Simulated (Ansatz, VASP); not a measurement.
One calculation of Ni7Ge4, two programs

```
Ni Ge
1.0
     3.93584    0.00000    0.00000
    -1.96792    3.40854    0.00000
     0.00000    0.00000    9.92155
Ni Ge
7 4
Direct
  0.00000 0.00000 0.37313
  0.00000 0.00000 0.87876
  0.00000 0.00000 0.12124
  0.00000 0.00000 0.62687
  0.66667 0.33333 0.50000
  0.33333 0.66667 0.24493
  0.33333 0.66667 0.75507
  0.66667 0.33333 0.24358
  0.66667 0.33333 0.75642
  0.33333 0.66667 0.00000
  0.33333 0.66667 0.50000
```

Alike in both runs: task relaxation of cell and atoms; functional PBEsol; k mesh 12 × 12 × 4; occupations gaussian, width 0.1 eV; no spin polarisation.

|  | VASP | Ansatz |
| --- | --- | --- |
| version | VASP 6.6.1 | Ansatz 0.2.0 |
| potentials or method | VASP PAW PBE potentials, release 64 (Ni, Ge_d), cutoff 600 eV | scalar-relativistic, plane waves, PAW |
| valence electrons in the cell | 126 | 182 |

|  | VASP | Ansatz | Ansatz less VASP |
| --- | --- | --- | --- |
| gap on the k mesh at the Fermi level, each at its own relaxed structure (eV) | none | none | - |
| relaxed volume (Å³/atom) | 12.02 | 12.01 | -0.013 |
| relaxed length of the cell vector where the two differ most in proportion (Å) | 3.932 | 3.930 | -0.0018 |

VASP's potentials were made for PBE, not for PBEsol. A gap of «none» marks a metal or a gap that the smearing closes. VASP's potentials hold 126 valence electrons a cell and Ansatz's 182, so a difference there can come from the potentials and not from the codes.
